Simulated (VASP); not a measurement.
# Pb (Fm-3m) in VASP: settings compared

The runs below take Pb through single point, with r2SCAN+D3(BJ), PBEsol.

All numbers are computed with VASP 6.6.1; they aren't measurements. Logs are shortened: lines on timing, memory, paths and dates and some standing lists are left out, and cuts for length are marked.

### Step 1. The cell of the first run

It takes space group Fm-3m (No. 225, cubic). The conventional cell has a = 4.952 Å, b = 4.952 Å, c = 4.952 Å, α = 90.00°, β = 90.00°, γ = 90.00°. Within 4.6 Å of Pb (site symmetry m-3m) lie 12 Pb at 3.50 Å.

### Step 2. Single point, r2SCAN+D3(BJ)

The input, POSCAR:

```
Pb
1.0
    0.0000000000      2.4761309797      2.4761309797
    2.4761309797      0.0000000000      2.4761309797
    2.4761309797      2.4761309797      0.0000000000
Pb
1
Direct
    0.0000000000      0.0000000000      0.0000000000
```

The input, INCAR.step1:

```
SYSTEM = Pb
  PREC = Accurate
  ENCUT = 520
  ISMEAR = -1
  SIGMA = 0.05
  LREAL = .False.
  LASPH = .True.
  NELM = 80
  NBANDS = 13
  GGA = PE
  ALGO = Normal
  EDIFF = 1E-4
  LWAVE = .True.
  LCHARG = .False.
```

The input, INCAR.step2:

```
SYSTEM = Pb
  PREC = Accurate
  ENCUT = 520
  EDIFF = 1E-6
  ISMEAR = -1
  SIGMA = 0.05
  LREAL = .False.
  LASPH = .True.
  NELM = 80
  ALGO = Normal
  ISIF = 2
  LWAVE = .False.
  LCHARG = .True.
  METAGGA = R2SCAN
  LMIXTAU = .True.
  IVDW = 12
  VDW_S6 = 1.0
  VDW_S8 = 0.78981345
  VDW_A1 = 0.49484001
  VDW_A2 = 5.73083694
  LELF = .True.
  LVHAR = .True.
  NBANDS = 13
  ISTART = 1
```

The input, KPOINTS:

```
Automatic mesh
0
Gamma
  9 9 9
  0 0 0
```

Potentials or basis: VASP PAW PBE potentials, release 64 (Pb_d).

On the command line:

```sh
$ cat potpaw_PBE.64/Pb_d/POTCAR > POTCAR
$ cp INCAR.step1 INCAR
$ mpirun -np 1 vasp_std > vasp.out
$ cp INCAR.step2 INCAR
$ mpirun -np 1 vasp_std > vasp.out
```

OUTCAR:

```text
SYSTEM = Pb
   PREC = Accurate
   ENCUT = 520
   EDIFF = 1E-6
   ISMEAR = -1
   LREAL = .False.
   LASPH = .True.
   NELM = 80
   ISIF = 2
   METAGGA = R2SCAN
   IVDW = 12
   ISTART = 1
 IVDW          = 12

 ion  position               nearest neighbor table
   1  0.000  0.000  0.000-

  LATTYP: Found a face centered cubic cell.
 ALAT       =     4.9522619594

  Lattice vectors:

 A1 = (   0.0000000000,   2.4761309797,   2.4761309797)
 A2 = (   2.4761309797,   0.0000000000,   2.4761309797)
 A3 = (   2.4761309797,   2.4761309797,   0.0000000000)

Analysis of symmetry for initial positions (statically):
[... 5 lines left out ...]
 face centered cubic supercell.

 Subroutine GETGRP returns: Found 48 space group operations
 (whereof 48 operations were pure point group operations)
 out of a pool of 48 trial point group operations.

The static configuration has the point symmetry O_h .

Analysis of symmetry for dynamics (positions and initial velocities):
[... 5 lines left out ...]
 face centered cubic supercell.

 Subroutine GETGRP returns: Found 48 space group operations
 (whereof 48 operations were pure point group operations)
 out of a pool of 48 trial point group operations.

The dynamic configuration has the point symmetry O_h .

 Subroutine INISYM returns: Found 48 space group operations
 (whereof 48 operations are pure point group operations),
 and found     1 'primitive' translations

----------------------------------------------------------------------------------------

                                     Primitive cell

  volume of cell :      30.3634

  direct lattice vectors                    reciprocal lattice vectors
     0.000000000  2.476130980  2.476130980    -0.201927929  0.201927929  0.201927929
     2.476130980  0.000000000  2.476130980     0.201927929 -0.201927929  0.201927929
     2.476130980  2.476130980  0.000000000     0.201927929  0.201927929 -0.201927929

  length of vectors
     3.501778014  3.501778014  3.501778014     0.349749432  0.349749432  0.349749432

  position of ions in fractional coordinates (direct lattice)
     0.000000000  0.000000000  0.000000000

  ion indices of the primitive-cell ions
   primitive index   ion index
                 1           1

----------------------------------------------------------------------------------------

 KPOINTS: Automatic mesh

Automatic generation of k-mesh.
 Grid dimensions read from file:
 generate k-points for:    9    9    9

 Generating k-lattice:

  Cartesian coordinates                     Fractional coordinates (reciprocal lattice)
    -0.022436437  0.022436437  0.022436437     0.111111111  0.000000000  0.000000000
     0.022436437 -0.022436437  0.022436437     0.000000000  0.111111111  0.000000000
     0.022436437  0.022436437 -0.022436437     0.000000000  0.000000000  0.111111111

  Length of vectors
     0.038861048  0.038861048  0.038861048

  Shift w.r.t. Gamma in fractional coordinates (k-lattice)
     0.000000000  0.000000000  0.000000000

 Subroutine IBZKPT returns following result:
 ===========================================

 Found     35 irreducible k-points:

 Following reciprocal coordinates:
            Coordinates               Weight
  0.000000  0.000000  0.000000      1.000000
  0.111111  0.000000  0.000000      8.000000
  0.222222  0.000000  0.000000      8.000000
  0.333333  0.000000  0.000000      8.000000
  0.444444  0.000000  0.000000      8.000000
  0.111111  0.111111  0.000000      6.000000
[... 16 lines left out ...]
 -0.333333  0.333333  0.000000     12.000000
  0.444444  0.444444  0.000000      6.000000
 [... further k-points ...]
   k-points           NKPTS =     35   k-points in BZ     NKDIM =     35   number of bands    NBANDS=     13
   number of dos      NEDOS =    301   number of ions     NIONS =      1
   total plane-waves  NPLWV =  21952
   dimension x,y,z NGX =    28 NGY =   28 NGZ =   28
   dimension x,y,z NGXF=    56 NGYF=   56 NGZF=   56
   ions per type =               1
   NGX,Y,Z   is equivalent  to a cutoff of  13.29, 13.29, 13.29 a.u.
   NGXF,Y,Z  is equivalent  to a cutoff of  26.59, 26.59, 26.59 a.u.
 SYSTEM =  Pb
   PREC   = accura    normal or accurate (medium, high low for compatibility)
   ISTART =      1    job   : 0-new  1-cont  2-samecut
   ICHARG =      0    charge: 1-file 2-atom 10-const
   ISPIN  =      1    spin polarized calculation?
   LNONCOLLINEAR =      F non collinear calculations
   LSORBIT =      F    spin-orbit coupling
   LASPH  =      T    aspherical Exc in radial PAW
   ENCUT  =  520.0 eV  38.22 Ry    6.18 a.u.   6.51  6.51  6.51*2*pi/ulx,y,z
   NELM   =     80;   NELMIN=  2; NELMDL=  0     # of ELM steps
   EDIFF  = 0.1E-05   stopping-criterion for ELM
   LREAL  =      F    real-space projection
   EDIFFG = 0.1E-04   stopping-criterion for IOM
   NSW    =      0    number of steps for IOM
   IBRION =     -1    ionic relax: 0-MD 1-quasi-New 2-CG
   NFREE  =      0    steps in history (QN), initial steepest desc. (CG)
   ISIF   =      2    stress and relaxation
   ISYM   =      2    0-nonsym 1-usesym 2-fastsym
   POTIM  = 0.5000    time-step for ionic-motion
   TEBEG  =    0.0;   TEEND  =   0.0 temperature during run
   PSTRESS=    0.0 pullay stress
   NELECT =      14.0000    total number of electrons
   NUPDOWN=      -1.0000    fix difference up-down
   EMIN   =  10.00;   EMAX   =-10.00  energy-range for DOS
   EFERMI =   0.00;   METHOD = LEGACY
   ISMEAR =    -1;   SIGMA  =   0.05  broadening in eV -4-tet -1-fermi 0-gaus
   EFERMI_NEDOS =   21; number of points for ismear=-14 and -15
   IALGO  =     38    algorithm
   IMIX   =      4    mixing-type and parameters
     AMIX     =   0.40;   BMIX     =  1.00
     AMIX_MAG =   1.60;   BMIX_MAG =  1.00
  volume/ion in A,a.u.               =      30.36       204.90
  Fermi-wavevector in a.u.,A,eV,Ry     =   1.264738  2.390008 21.763365  1.599562
  Thomas-Fermi vector in A             =   2.398028
   LORBIT       =      0    0 simple, 1 ext, 2 COOP (PROOUT), +10 PAW based schemes
   METAGGA = R2SCAN    functional components
   LHFCALC =     F    Hartree Fock is set to
   AEXX    =    0.0000 exact exchange contribution
   IVDW    =    12    specifies the selected vdW correction
   LEPSILON=     F    determine dielectric tensor
   LRPA    =     F    only Hartree local field effects (RPA)
 non-spin polarized calculation
  energy-cutoff  :      520.00
  volume of cell :       30.36
 maximum number of plane-waves:       869
 NGX is ok and might be reduce to    28
   NGX = 13   NGY = 13   NGZ = 13

 number of electron      13.9999999 magnetization

 Free energy of the ion-electron system (eV)
  ---------------------------------------------------
  ext. energy  EPLUGINS =         0.00000000
  ---------------------------------------------------
  free energy    TOTEN  =       -56.29521030 eV

  energy without entropy =      -56.29200766  energy(sigma->0) =      -56.29360898

 E-fermi :   7.0448     XC(G=0): -10.9199

 val. band max:        6.8204953641   @ k =  -0.2222   0.2222   0.0000
 cond. band min:       7.0475626421   @ k =  -0.2222   0.3333   0.1111
 fundamental gap:      0.2270672780
 Fermi energy:         7.0448116188

 k-point     1 :       0.0000    0.0000    0.0000
  band No.  band energies     occupation
      1     -10.5178      2.00000
      2     -10.5178      2.00000
      3     -10.5178      2.00000
      4     -10.3701      2.00000
      5     -10.3701      2.00000
      6      -5.0809      2.00000
      7      14.9323      0.00000
      8      14.9323      0.00000
      9      14.9323      0.00000
     10      17.6291      0.00000
     11      19.4886      0.00000
     12      20.3029      0.00000
     13      20.3029      0.00000

 k-point     2 :       0.1111    0.0000    0.0000
  band No.  band energies     occupation
      1     -10.5186      2.00000
      2     -10.5003      2.00000
      3     -10.5003      2.00000
      4     -10.3701      2.00000
      5     -10.3701      2.00000
      6      -4.8313      2.00000
      7      12.5171      0.00000
      8      14.6349      0.00000
      9      14.6349      0.00000
     10      17.1933      0.00000
     11      20.4089      0.00000
     12      20.8290      0.00000
     13      20.8290      0.00000

 k-point     3 :       0.2222    0.0000    0.0000
  band No.  band energies     occupation
      1     -10.5246      2.00000
      2     -10.4798      2.00000
      3     -10.4798      2.00000
      4     -10.3456      2.00000
      5     -10.3456      2.00000
      6      -4.0840      2.00000
      7       8.9022      0.00000
      8      14.0042      0.00000
      9      14.0042      0.00000
     10      16.8422      0.00000
     11      19.8604      0.00000
     12      20.4972      0.00000
     13      20.4972      0.00000
[... 305 lines left out ...]
 k-point    23 :      -0.3333    0.3333    0.0000
  band No.  band energies     occupation
      1     -10.5767      2.00000
      2     -10.4087      2.00000
      3     -10.3592      2.00000
      4     -10.3356      2.00000
      5     -10.2661      2.00000
      6      -0.2554      2.00000
      7       5.3554      2.00000
      8       5.5679      2.00000
      9      11.0097      0.00000
     10      14.6349      0.00000
     11      21.7369      0.00000
     12      23.4495      0.00000
     13      23.4534      0.00000

 k-point    24 :       0.4444    0.4444    0.0000
  band No.  band energies     occupation
      1     -10.6873      2.00000
      2     -10.5877      2.00000
      3     -10.2425      2.00000
      4     -10.1998      2.00000
      5     -10.1998      2.00000
      6      -0.2407      2.00000
      7       4.3495      2.00000
      8       9.4359      0.00000
      9       9.4359      0.00000
     10      13.2193      0.00000
     11      14.2772      0.00000
     12      26.5001      0.00000
     13      28.2833      0.00000

 [... further k-points ...]

------------------------ aborting loop because EDIFF is reached ----------------------------------------

 Edisp (eV)   -0.19468

 E8    (eV) :    -0.0807

  FORCE on cell =-STRESS in cart. coord.  units (eV):
  Direction    XX          YY          ZZ          XY          YZ          ZX
  --------------------------------------------------------------------------------------
  -------------------------------------------------------------------------------------
  Total      -0.00317    -0.00317    -0.00317    -0.00000     0.00000     0.00000
  in kB      -0.16701    -0.16701    -0.16701    -0.00000     0.00000     0.00000
  external pressure =       -0.17 kB  Pullay stress =        0.00 kB

 VOLUME and BASIS-vectors are now :
 -----------------------------------------------------------------------------
  energy-cutoff  :      520.00
  volume of cell :       30.36
      direct lattice vectors                 reciprocal lattice vectors
     0.000000000  2.476130980  2.476130980    -0.201927929  0.201927929  0.201927929
     2.476130980  0.000000000  2.476130980     0.201927929 -0.201927929  0.201927929
     2.476130980  2.476130980  0.000000000     0.201927929  0.201927929 -0.201927929

 POSITION                                       TOTAL-FORCE (eV/Angst)
 -----------------------------------------------------------------------------------
      0.00000      0.00000      0.00000         0.000000      0.000000      0.000000
 -----------------------------------------------------------------------------------
    total drift:                               -0.000000     -0.000000     -0.000000

  FREE ENERGIE OF THE ION-ELECTRON SYSTEM (eV)
  ---------------------------------------------------
  free  energy   TOTEN  =       -56.4898878052 eV

  energy  without entropy=      -56.4866851624  energy(sigma->0) =      -56.48828648
```

It took 97 s on 1 thread of AMD EPYC 7R13, shared host; peak memory 0.15 GiB.

Results:

| Item | Value |
| --- | --- |
| Free energy | -56.4899 eV |
| Pressure | 0.0 GPa |
| Band gap on the k mesh | zero (band 7 reaches 14.93 eV, above the bottom of band 8 at 5.57 eV) |
| Dispersion energy per atom | -0.195 eV |

Caveat: the PAW data sets were made with another functional, which shifts forces and pressure a little; spin-orbit coupling is left out, which moves the levels of the heavy elements; pairwise dispersion overbinds metals, which lowers pressure and volume.

[end of part 1 of 2]
